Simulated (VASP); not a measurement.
A run of VASP 6.6.1 is set up as follows.

INCAR

```
SYSTEM = SnO
PREC     = Accurate       ! precision mode
ENCUT    = 520            ! plane-wave cutoff, eV
EDIFF    = 1E-7           ! SCF threshold, eV
ISMEAR   = -1             ! smearing method
SIGMA    = 0.01           ! smearing width, eV
LREAL    = .FALSE.        ! projectors in reciprocal space
LASPH    = .TRUE.         ! aspherical terms in the spheres
NELM     = 60             ! most SCF steps
ALGO     = Normal         ! electronic algorithm
ISIF     = 2              ! what is computed and relaxed
LWAVE    = .FALSE.        ! write WAVECAR
LCHARG   = .FALSE.        ! write CHGCAR
GGA      = PE             ! functional
NBANDS   = 28             ! bands
```

File KPOINTS:

```
regular mesh
0
G
  8 8 6
  0 0 0
```

POSCAR

```
SnO
1.0
    3.7892841860      0.0000000000      0.0000000000
    0.0000000000      3.7892841860      0.0000000000
    0.0000000000      0.0000000000      4.8198259661
Sn O
2 2
Direct
    0.0000000000      0.5000000000      0.2385000000
    0.5000000000      0.0000000000      0.7615000000
    0.0000000000      0.0000000000      0.0000000000
    0.5000000000      0.5000000000      0.0000000000
```

Potentials or basis: VASP PAW PBE potentials, release 64 (Sn_d, O).

Command:

```console
$ cat potpaw_PBE.64/Sn_d/POTCAR potpaw_PBE.64/O/POTCAR > POTCAR
$ mpirun -np 1 vasp_std > vasp.out
```

(1) Predict the band gap on the k mesh.

(2) Estimate the largest force.

## Answers

(1) zero (band 20 reaches 7.39 eV, above the bottom of band 21 at 7.38 eV).

(2) 0.593 eV/Å.

Caveat: spin-orbit coupling is left out, which moves the levels of the heavy elements.
